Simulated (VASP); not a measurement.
**SnO2: single point with r2SCAN**

The system is SnO2.

```xyz
6
Lattice="4.7599 0.0000 0.0000 0.0000 4.7599 0.0000 0.0000 0.0000 3.3928" Properties=species:S:1:pos:R:3 pbc="T T T"
Sn    2.3800    2.3800    1.6964
Sn    0.0000    0.0000    0.0000
O     1.4630    1.4630    0.0000
O     3.8429    0.9170    1.6964
O     0.9170    3.8429    1.6964
O     3.2970    3.2970    0.0000
```

- Program: VASP 6.6.1
- Task: single point
- Functional: r2SCAN
- Potentials or basis: VASP PAW PBE potentials, release 64 (Sn_d, O)
- Cutoff: 520 eV
- k mesh: 6 × 6 × 8
- Occupations: gaussian, width 0.02 eV
- Spin: no spin polarisation

```yaml
Pressure: -11.5 GPa
Largest_force: 0.012 eV/Å
Band_gap_on_the_k_mesh: 0.95 eV
```

Forces on the atoms (eV/Å):
```
Sn   0.000  0.000  0.000
Sn   0.000  0.000  0.000
O    0.009  0.009  0.000
O    0.009 -0.009  0.000
O   -0.009  0.009  0.000
O   -0.009 -0.009  0.000
```

Stress tensor (GPa, compression positive):
```
 -7.01   0.00   0.00
  0.00  -7.01   0.00
  0.00   0.00 -20.36
```

Levels at points of the mesh, in eV from the valence-band top:
| k point | band 23 | band 24 | band 25 | band 26 | band 27 | band 28 | band 29 | band 30 |
| --- | --- | --- | --- | --- | --- | --- | --- | --- |
| (0.00, 0.00, 0.00) | -1.32 | -0.64 | -0.64 | 0.00 | 0.95 | 5.71 | 6.33 | 6.33 |
| (0.50, 0.00, 0.00) | -1.25 | -1.25 | -0.54 | -0.54 | 4.30 | 4.30 | 7.03 | 7.03 |
| (0.50, 0.50, 0.00) | -1.42 | -1.42 | -0.73 | -0.73 | 4.56 | 4.56 | 7.50 | 7.50 |
| (0.00, 0.00, 0.50) | -1.52 | -1.52 | -1.14 | -1.14 | 6.08 | 6.08 | 10.20 | 10.20 |
| (0.50, 0.00, 0.50) | -0.94 | -0.94 | -0.59 | -0.59 | 6.42 | 6.42 | 8.58 | 8.58 |
| (0.50, 0.50, 0.50) | -0.83 | -0.83 | -0.68 | -0.68 | 4.97 | 4.97 | 9.34 | 9.34 |

It took 13 min on 1 thread of AMD EPYC 7R43 64-Core Processor (Zen 3) (shared host), peak memory 0.22 GiB.

Caveat: the cell stands under tension; the PAW data sets were made with another functional, which shifts forces and pressure a little; spin-orbit coupling is left out, which moves the levels of the heavy elements.
